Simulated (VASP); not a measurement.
# CeO2 (Fm-3m) in VASP: single point with r2SCAN+U

Aim: the single point of CeO2 with r2SCAN+U.

Everything below comes from runs of VASP 6.6.1. Logs are shortened: lines on timing, memory, paths and dates and some standing lists are left out, and cuts for length are marked.

**1. The cell of the first run**

Symmetry: Fm-3m, No. 225, cubic system. The conventional cell has a = 5.407 Å, b = 5.407 Å, c = 5.407 Å, α = 90.00°, β = 90.00°, γ = 90.00°. Within 3.1 Å of Ce (site symmetry m-3m) lie 8 O at 2.34 Å. O (site symmetry -43m) has 4 Ce at 2.34 Å and 6 O at 2.70 Å within 3.1 Å.

**2. Single point, r2SCAN+U, collinear spin, ferromagnetic start**

File POSCAR:

```
CeO2
1.0
    0.0000000000      2.7036500000      2.7036500000
    2.7036500000      0.0000000000      2.7036500000
    2.7036500000      2.7036500000      0.0000000000
Ce O
1 2
Direct
    0.0000000000      0.0000000000      0.0000000000
    0.2500000000      0.2500000000      0.2500000000
    0.7500000000      0.7500000000      0.7500000000
```

File INCAR.step1:

```
PREC = Accurate
ENCUT = 520
ISMEAR = 1
SIGMA = 0.1
LREAL = False
LASPH = True
NELM = 150
ISPIN = 2
MAGMOM = 1.3 0 0
LMAXMIX = 6
LDAU = True
LDAUTYPE = 2
LDAUL = 3 -1
LDAUU = 4.5 0
LDAUJ = 0 0
NBANDS = 23
GGA = PE
ALGO = Normal
EDIFF = 1E-4
LWAVE = True
LCHARG = False
```

File INCAR.step2:

```
PREC = Accurate
ENCUT = 520
EDIFF = 1E-6
ISMEAR = 1
SIGMA = 0.1
LREAL = False
LASPH = True
NELM = 150
ALGO = Normal
ISIF = 2
LWAVE = False
LCHARG = False
ISPIN = 2
MAGMOM = 1.3 0 0
LORBIT = 11
LMAXMIX = 6
LDAU = True
LDAUTYPE = 2
LDAUL = 3 -1
LDAUU = 4.5 0
LDAUJ = 0 0
LDAUPRINT = 1
METAGGA = R2SCAN
LMIXTAU = True
NBANDS = 23
ISTART = 1
```

File KPOINTS:

```
Automatic mesh
0
Gamma
  7 7 7
```

Potentials or basis: VASP PAW PBE potentials, release 64 (Ce, O).

Run with:

```console
$ cat potpaw_PBE.64/Ce/POTCAR potpaw_PBE.64/O/POTCAR > POTCAR
$ cp INCAR.step1 INCAR
$ mpirun -np 1 vasp_std > vasp.out
$ cp INCAR.step2 INCAR
$ mpirun -np 1 vasp_std > vasp.out
```

OUTCAR:

```text
PREC = Accurate
   ENCUT = 520
   EDIFF = 1E-6
   ISMEAR = 1
   LREAL = False
   LASPH = True
   NELM = 150
   ISIF = 2
   ISPIN = 2
   LORBIT = 11
   METAGGA = R2SCAN
   ISTART = 1

 ion  position               nearest neighbor table
   1  0.000  0.000  0.000-   3 2.34   3 2.34   3 2.34   2 2.34   3 2.34   2 2.34   2 2.34   2 2.34

   2  0.250  0.250  0.250-   1 2.34   1 2.34   1 2.34   1 2.34
   3  0.750  0.750  0.750-   1 2.34   1 2.34   1 2.34   1 2.34

  LATTYP: Found a face centered cubic cell.
 ALAT       =     5.4073000000

  Lattice vectors:

 A1 = (   0.0000000000,   2.7036500000,   2.7036500000)
 A2 = (   2.7036500000,   0.0000000000,   2.7036500000)
 A3 = (   2.7036500000,   2.7036500000,   0.0000000000)

Analysis of symmetry for initial positions (statically):
=====================================================================
 Subroutine PRICEL returns:
 Original cell was already a primitive cell.

 Routine SETGRP: Setting up the symmetry group for a
 face centered cubic supercell.

 Subroutine GETGRP returns: Found 48 space group operations
 (whereof 48 operations were pure point group operations)
 out of a pool of 48 trial point group operations.

The static configuration has the point symmetry O_h .

Analysis of symmetry for dynamics (positions and initial velocities):
=====================================================================
 Subroutine PRICEL returns:
 Original cell was already a primitive cell.

 Routine SETGRP: Setting up the symmetry group for a
 face centered cubic supercell.

 Subroutine GETGRP returns: Found 48 space group operations
 (whereof 48 operations were pure point group operations)
 out of a pool of 48 trial point group operations.

The dynamic configuration has the point symmetry O_h .

Analysis of structural, dynamic, and magnetic symmetry:
=====================================================================
 Subroutine PRICEL returns:
 Original cell was already a primitive cell.

 Routine SETGRP: Setting up the symmetry group for a
 face centered cubic supercell.

 Subroutine GETGRP returns: Found 48 space group operations
 (whereof 48 operations were pure point group operations)
 out of a pool of 48 trial point group operations.

The overall configuration has the point symmetry O_h .

 Subroutine INISYM returns: Found 48 space group operations
 (whereof 48 operations are pure point group operations),
 and found     1 'primitive' translations

----------------------------------------------------------------------------------------

                                     Primitive cell

  volume of cell :      39.5259

  direct lattice vectors                    reciprocal lattice vectors
     0.000000000  2.703650000  2.703650000    -0.184935180  0.184935180  0.184935180
     2.703650000  0.000000000  2.703650000     0.184935180 -0.184935180  0.184935180
     2.703650000  2.703650000  0.000000000     0.184935180  0.184935180 -0.184935180

  length of vectors
     3.823538498  3.823538498  3.823538498     0.320317128  0.320317128  0.320317128

  position of ions in fractional coordinates (direct lattice)
     0.000000000  0.000000000  0.000000000
     0.250000000  0.250000000  0.250000000
     0.750000000  0.750000000  0.750000000

  ion indices of the primitive-cell ions
   primitive index   ion index
                 1           1
                 2           2
                 3           3

----------------------------------------------------------------------------------------

 KPOINTS: Automatic mesh

Automatic generation of k-mesh.
 Grid dimensions read from file:
[... 80 lines left out ...]
     AMIX_MAG =   1.60;   BMIX_MAG =  1.00
  volume/ion in A,a.u.               =      13.18        88.91
  Fermi-wavevector in a.u.,A,eV,Ry     =   1.386282  2.619692 26.147357  1.921777
  Thomas-Fermi vector in A             =   2.510612
   LORBIT       =     11    0 simple, 1 ext, 2 COOP (PROOUT), +10 PAW based schemes
 LDA+U is selected, type is set to LDAUTYPE =  2
   angular momentum for each species LDAUL =     3   -1
   U (eV)           for each species LDAUU =   4.5  0.0
   J (eV)           for each species LDAUJ =   0.0  0.0
   METAGGA = R2SCAN    functional components
   LHFCALC =     F    Hartree Fock is set to
   AEXX    =    0.0000 exact exchange contribution
   IVDW    =     0    specifies the selected vdW correction
   LEPSILON=     F    determine dielectric tensor
   LRPA    =     F    only Hartree local field effects (RPA)
 spin polarized calculation
 Methfessel and Paxton  Order N= 1 SIGMA  =   0.10
  energy-cutoff  :      520.00
  volume of cell :       39.53
 maximum number of plane-waves:      1077
   NGX = 15   NGY = 15   NGZ = 15

 number of electron      23.9999995 magnetization       0.0000022

atom =   1  type =  1  l = 3

 onsite density matrix

spin component  1

  0.0390 -0.0000  0.0108  0.0000 -0.0000  0.0000  0.0000
 -0.0000  0.1336  0.0000 -0.0000  0.0000  0.0000 -0.0000
  0.0108  0.0000  0.0334 -0.0000  0.0000 -0.0000 -0.0000
  0.0000 -0.0000 -0.0000  0.0474 -0.0000  0.0000 -0.0000
 -0.0000  0.0000  0.0000 -0.0000  0.0334  0.0000 -0.0108
  0.0000  0.0000 -0.0000  0.0000  0.0000  0.0251 -0.0000
  0.0000 -0.0000 -0.0000 -0.0000 -0.0108 -0.0000  0.0390

spin component  2

  0.0390 -0.0000  0.0108  0.0000 -0.0000  0.0000  0.0000
 -0.0000  0.1336  0.0000 -0.0000  0.0000  0.0000 -0.0000
  0.0108  0.0000  0.0334 -0.0000  0.0000 -0.0000 -0.0000
  0.0000 -0.0000 -0.0000  0.0474 -0.0000  0.0000 -0.0000
 -0.0000  0.0000  0.0000 -0.0000  0.0334  0.0000 -0.0108
  0.0000  0.0000 -0.0000  0.0000  0.0000  0.0251 -0.0000
  0.0000 -0.0000 -0.0000 -0.0000 -0.0108 -0.0000  0.0390

 occupancies and eigenvectors

  o =  0.0251  v = -0.6123  0.0000  0.7905  0.0000 -0.0045  0.0106 -0.0035  0.0000  0.0000  0.0000  0.0000  0.0000  0.0000  0.0000      0.0000  0.0000  0.0000  0.0000  0.0000  0.0000  0.0000  0.0000  0.0000  0.0000  0.0000  0.0000  0.0000  0.0000
  o =  0.0251  v =  0.0034  0.0000 -0.0044 -0.0000 -0.7906 -0.0032 -0.6124  0.0000  0.0000  0.0000  0.0000  0.0000  0.0000  0.0000      0.0000  0.0000  0.0000  0.0000  0.0000  0.0000  0.0000  0.0000  0.0000  0.0000  0.0000  0.0000  0.0000  0.0000
  o =  0.0251  v = -0.0065 -0.0000  0.0084  0.0000  0.0025 -0.9999  0.0019  0.0000  0.0000  0.0000  0.0000  0.0000  0.0000  0.0000      0.0000  0.0000  0.0000  0.0000  0.0000  0.0000  0.0000  0.0000  0.0000  0.0000  0.0000  0.0000  0.0000  0.0000
  o =  0.0251  v =  0.0000  0.0000  0.0000  0.0000  0.0000  0.0000  0.0000 -0.6123  0.0000  0.7905  0.0000 -0.0042  0.0089 -0.0033      0.0000  0.0000  0.0000  0.0000  0.0000  0.0000  0.0000  0.0000  0.0000  0.0000  0.0000  0.0000  0.0000  0.0000
  o =  0.0251  v =  0.0000  0.0000  0.0000  0.0000  0.0000  0.0000  0.0000 -0.0033 -0.0000  0.0042  0.0000  0.7906  0.0032  0.6124      0.0000  0.0000  0.0000  0.0000  0.0000  0.0000  0.0000  0.0000  0.0000  0.0000  0.0000  0.0000  0.0000  0.0000
  o =  0.0251  v =  0.0000  0.0000  0.0000  0.0000  0.0000  0.0000  0.0000  0.0055  0.0000 -0.0070 -0.0000 -0.0025  1.0000 -0.0019      0.0000  0.0000  0.0000  0.0000  0.0000  0.0000  0.0000  0.0000  0.0000  0.0000  0.0000  0.0000  0.0000  0.0000
  o =  0.0474  v =  0.0004  0.0000  0.0003  1.0000 -0.0010  0.0000  0.0013  0.0000  0.0000  0.0000  0.0000  0.0000  0.0000  0.0000      0.0000  0.0000  0.0000  0.0000  0.0000  0.0000  0.0000  0.0000  0.0000  0.0000  0.0000  0.0000  0.0000  0.0000
  o =  0.0474  v =  0.7906 -0.0000  0.6124 -0.0006  0.0037 -0.0000 -0.0047  0.0000  0.0000  0.0000  0.0000  0.0000  0.0000  0.0000      0.0000  0.0000  0.0000  0.0000  0.0000  0.0000  0.0000  0.0000  0.0000  0.0000  0.0000  0.0000  0.0000  0.0000
  o =  0.0474  v = -0.0047 -0.0000 -0.0037  0.0017  0.6124  0.0000 -0.7906  0.0000  0.0000  0.0000  0.0000  0.0000  0.0000  0.0000      0.0000  0.0000  0.0000  0.0000  0.0000  0.0000  0.0000  0.0000  0.0000  0.0000  0.0000  0.0000  0.0000  0.0000
  o =  0.0474  v =  0.0000  0.0000  0.0000  0.0000  0.0000  0.0000  0.0000  0.0005  0.0000  0.0004  1.0000  0.0002  0.0000 -0.0002      0.0000  0.0000  0.0000  0.0000  0.0000  0.0000  0.0000  0.0000  0.0000  0.0000  0.0000  0.0000  0.0000  0.0000
  o =  0.0474  v =  0.0000  0.0000  0.0000  0.0000  0.0000  0.0000  0.0000  0.7906 -0.0000  0.6124 -0.0006  0.0038 -0.0000 -0.0049      0.0000  0.0000  0.0000  0.0000  0.0000  0.0000  0.0000  0.0000  0.0000  0.0000  0.0000  0.0000  0.0000  0.0000
  o =  0.0474  v =  0.0000  0.0000  0.0000  0.0000  0.0000  0.0000  0.0000 -0.0049 -0.0000 -0.0038 -0.0003  0.6124  0.0000 -0.7906      0.0000  0.0000  0.0000  0.0000  0.0000  0.0000  0.0000  0.0000  0.0000  0.0000  0.0000  0.0000  0.0000  0.0000
  o =  0.1336  v =  0.0000 -1.0000 -0.0000  0.0000  0.0000  0.0000  0.0000  0.0000  0.0000  0.0000  0.0000  0.0000  0.0000  0.0000      0.0000  0.0000  0.0000  0.0000  0.0000  0.0000  0.0000  0.0000  0.0000  0.0000  0.0000  0.0000  0.0000  0.0000
  o =  0.1336  v =  0.0000  0.0000  0.0000  0.0000  0.0000  0.0000  0.0000  0.0000 -1.0000 -0.0000  0.0000 -0.0000  0.0000 -0.0000      0.0000  0.0000  0.0000  0.0000  0.0000  0.0000  0.0000  0.0000  0.0000  0.0000  0.0000  0.0000  0.0000  0.0000

 number of electron      23.9999995 magnetization      -0.0000015

 Free energy of the ion-electron system (eV)
  ---------------------------------------------------
  ext. energy  EPLUGINS =         0.00000000
  ---------------------------------------------------
  free energy    TOTEN  =       -52.35797693 eV

  energy without entropy =      -52.35916300  energy(sigma->0) =      -52.35837229

 E-fermi :   5.4186     XC(G=0): -12.0842

 val. band max:        5.3648223462   @ k =  -0.2857   0.2857   0.0000
 cond. band min:       8.1397135223   @ k =  -0.4286   0.1429   0.0000
 fundamental gap:      2.7748911761
 Fermi energy:         5.4186261068

 spin component 1

 k-point     1 :       0.0000    0.0000    0.0000
  band No.  band energies     occupation
      1     -29.0825      1.00000
      2     -12.0115      1.00000
      3     -10.9980      1.00000
      4     -10.5835      1.00000
      5     -10.5835      1.00000
      6     -10.5835      1.00000
[... 509 lines left out ...]
     22      14.4870      0.00000
     23      14.8730      0.00000
 Fermi energy:         5.4186261068

 spin component 2

 k-point     1 :       0.0000    0.0000    0.0000
  band No.  band energies     occupation
      1     -29.0826      1.00000
      2     -12.0115      1.00000
      3     -10.9980      1.00000
      4     -10.5835      1.00000
      5     -10.5835      1.00000
      6     -10.5835      1.00000
[... 509 lines left out ...]
     22      14.4870      0.00000
     23      14.8730      0.00000

------------------------ aborting loop because EDIFF is reached ----------------------------------------

  FORCE on cell =-STRESS in cart. coord.  units (eV):
  Direction    XX          YY          ZZ          XY          YZ          ZX
  --------------------------------------------------------------------------------------
  -------------------------------------------------------------------------------------
  Total        1.8677613      1.8677613      1.8677613      0.0000000     -0.0000000      0.0000000
  in kB       75.7095285     75.7095285     75.7095285      0.0000000     -0.0000000      0.0000000
  external PRESSURE =      75.7095285 kB  Pullay stress =       0.0000000 kB

 VOLUME and BASIS-vectors are now :
 -----------------------------------------------------------------------------
  energy-cutoff  :      520.00
  volume of cell :       39.53
      direct lattice vectors                 reciprocal lattice vectors
     0.000000000  2.703650000  2.703650000    -0.184935180  0.184935180  0.184935180
     2.703650000  0.000000000  2.703650000     0.184935180 -0.184935180  0.184935180
     2.703650000  2.703650000  0.000000000     0.184935180  0.184935180 -0.184935180

 POSITION                                       TOTAL-FORCE (eV/Angst)
 -----------------------------------------------------------------------------------
      0.00000      0.00000      0.00000         0.000000      0.000000      0.000000
      1.35183      1.35183      1.35183         0.000000      0.000000      0.000000
      4.05548      4.05548      4.05548        -0.000000     -0.000000     -0.000000
 -----------------------------------------------------------------------------------
    total drift:                                0.000000      0.000000      0.000000

  FREE ENERGIE OF THE ION-ELECTRON SYSTEM (eV)
  ---------------------------------------------------
  free  energy   TOTEN  =       -52.3579769299 eV

  energy  without entropy=      -52.3591630021  energy(sigma->0) =      -52.35837229

 total charge

# of ion       s       p       d       f       tot
--------------------------------------------------
    1        2.061   5.859   0.938   0.691   9.549
    2        1.579   3.498   0.000   0.000   5.077
    3        1.579   3.498   0.000   0.000   5.077
--------------------------------------------------
tot          5.218  12.856   0.938   0.691  19.703

 magnetization (x)

# of ion       s       p       d       f       tot
--------------------------------------------------
    1       -0.000   0.000  -0.000   0.000   0.000
    2        0.000  -0.000   0.000   0.000  -0.000
    3        0.000  -0.000   0.000   0.000  -0.000
--------------------------------------------------
tot         -0.000  -0.000  -0.000   0.000   0.000
```

It took 2.4 min on 1 thread of Intel Xeon Platinum 8375C at 2.90GHz (Ice Lake), shared host; peak memory 0.21 GiB.

Results:

```
Free energy                                           : -52.3580 eV
Pressure                                              : 7.6 GPa
Band gap on the k mesh                                : 2.77 eV (least direct gap 2.88 eV)
Net moment                                            : 0.00 μB per cell
Valence electrons inside the program's atomic spheres : Ce 9.55; O 5.08
```

Eigenvalues of the final occupation matrices:
```
    site  spin  trace                         eigenvalues
site 1 f     1   0.35  0.03 0.03 0.03 0.05 0.05 0.05 0.13
site 1 f     2   0.35  0.03 0.03 0.03 0.05 0.05 0.05 0.13
```

Caveat: the magnetic or orbital state may not be the lowest; the cell stands under pressure; the PAW data sets were made with another functional, which shifts forces and pressure a little; spin-orbit coupling is left out, which moves the levels of the heavy elements; an odd mesh through Γ misses points on the zone boundary, where band edges can lie.
